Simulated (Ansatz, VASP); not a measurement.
# Two plane-wave programs on Si2Mo

File INCAR:

```
SYSTEM = Si2Mo
  PREC = Accurate
  ENCUT = 600
  EDIFF = 1E-6
  ISMEAR = -1
  SIGMA = 0.1
  LREAL = .FALSE.
  LASPH = .TRUE.
  NELM = 80
  ALGO = Normal
  ISIF = 3
  LWAVE = .FALSE.
  LCHARG = .FALSE.
  GGA = PS
  IBRION = 2
  NSW = 80
  EDIFFG = -0.01
```

Contents of KPOINTS:

```
regular mesh
0
G
  10 10 10
  0 0 0
```

POSCAR

```
Si2Mo
1.0
   -1.6000000000      1.6000000000      3.9305000000
    1.6000000000     -1.6000000000      3.9305000000
    1.6000000000      1.6000000000     -3.9305000000
Si Mo
2 1
Direct
    0.3330000000      0.3330000000      0.0000000000
    0.6670000000      0.6670000000      0.0000000000
    0.0000000000      0.0000000000      0.0000000000
```

Input for Ansatz:

```yaml
crystal:
  lattice:
    - [-1.6, 1.6, 3.9305]
    - [1.6, -1.6, 3.9305]
    - [1.6, 1.6, -3.9305]
  atoms:
    - { symbol: Si, position: [0.333, 0.333, 0.0] }
    - { symbol: Si, position: [0.667, 0.667, 0.0] }
    - { symbol: Mo, position: [0.0, 0.0, 0.0] }
  symmetry: { tolerance: 0.0003 }
hamiltonian:
  xc: pbesol
  pseudopotentials: { kind: paw, azcp: { folder: soft_1 } }
basis:
  ecutwfc: 420
magnetization:
  spin_polarized: false
scf:
  occupations: { method: fermi_dirac, width: 0.1 }
kpoints:
  mp_grid: { grid: [10, 10, 10], shift: [0, 0, 0] }
output:
  forces: true
  stress: true
  eigenvalues: true
relax:
  max_steps: 60
  cell: {}
```

Alike in both runs: task relaxation of cell and atoms; functional PBEsol; k mesh 10 × 10 × 10; occupations fermi-dirac, width 0.1 eV; no spin polarisation.

```csv
,VASP,Ansatz
version,VASP 6.6.1,Ansatz 0.2.0
potentials or method,"VASP PAW PBE potentials, release 64 (Si, Mo_sv), cutoff 600 eV",PAW plane waves
valence electrons in the cell,22,22
```

```tsv
	VASP	Ansatz	Ansatz less VASP
gap on the k mesh at the Fermi level, each at its own relaxed structure (eV)	none	none	-
relaxed volume (Å³/atom)	13.29	13.27	-0.019
relaxed cell length with the largest relative difference (Å)	4.517	4.515	-0.0021
```

VASP's potentials were made for PBE, not for PBEsol, and Ansatz warns of the same on its side. A gap of «none» marks a metal or a gap that the smearing closes.
